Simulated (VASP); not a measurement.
Here is a VASP 6.6.1 calculation.

Contents of INCAR:

```
SYSTEM = C
ALGO = Normal
EDIFF = 1E-6
ENCUT = 520
GGA = PE
ISIF = 2
ISMEAR = -1
IVDW = 12
LASPH = .TRUE.
LCHARG = .FALSE.
LREAL = Auto
LWAVE = .FALSE.
NBANDS = 46
NELM = 100
PREC = Accurate
SIGMA = 0.17
```

File KPOINTS:

```
k-points
0
G
  4 4 4
  0 0 0
```

File POSCAR:

```
C
1.0
    0.0000000000      3.6285350000      3.6285350000
    3.6285350000      0.0000000000      3.6285350000
    3.6285350000      3.6285350000      0.0000000000
C
16
Direct
   -0.0120020890      0.0262502635     -0.0186163286
    0.0862607085      0.1582456832      0.1264146550
   -0.0204076852      0.0180651420      0.4905423263
    0.0620222762      0.1633028206      0.6179491172
   -0.0395338615      0.5582004859     -0.0312660619
    0.1003021881      0.6558431984      0.0965265596
   -0.0498823906      0.5308478491      0.4919065132
    0.0971604242      0.6625125567      0.6005591788
    0.4633412658      0.0433921679     -0.0120572077
    0.5969764657      0.1365702687      0.1440388476
    0.4450418695      0.0336912831      0.4818611368
    0.5371451564      0.1684564156      0.6377367174
    0.4755362701      0.5229934395     -0.0304255023
    0.5878267676      0.6609692341      0.0848689623
    0.4576778231      0.5241233721      0.4908041400
    0.5896181241      0.6401343793      0.6128506408
```

Potentials or basis: VASP PAW PBE potentials, release 64 (C).

Run with:

```sh
$ cat potpaw_PBE.64/C/POTCAR > POTCAR
$ mpirun -np 1 vasp_std > vasp.out
```

Q: Estimate the dispersion energy per atom.

A: -0.182 eV.

Q: Estimate the pressure.

A: -17.0 GPa.

Forces on the atoms (eV/Å):
```
C    2.354 -0.423 -2.606
C   -1.222 -1.014  1.476
C    2.032 -4.002 -1.073
C   -1.489  2.126  1.876
C   -1.252  1.737 -2.533
C    1.368  0.176 -0.658
C   -1.475 -0.055  2.184
C    0.424 -0.385 -2.263
C   -0.112  0.527 -2.893
C   -3.327 -5.003  2.963
C    2.882  3.888 -1.065
C   -4.271  1.602  3.011
C    2.222  1.545 -1.287
C    2.382  2.375  0.662
C   -1.144 -1.164  1.198
C    0.626 -1.931  1.006
```

Caveat: the cell stands under tension; forces of over 1 eV/Å act on the atoms, so gaps and moduli don't describe the material at rest.
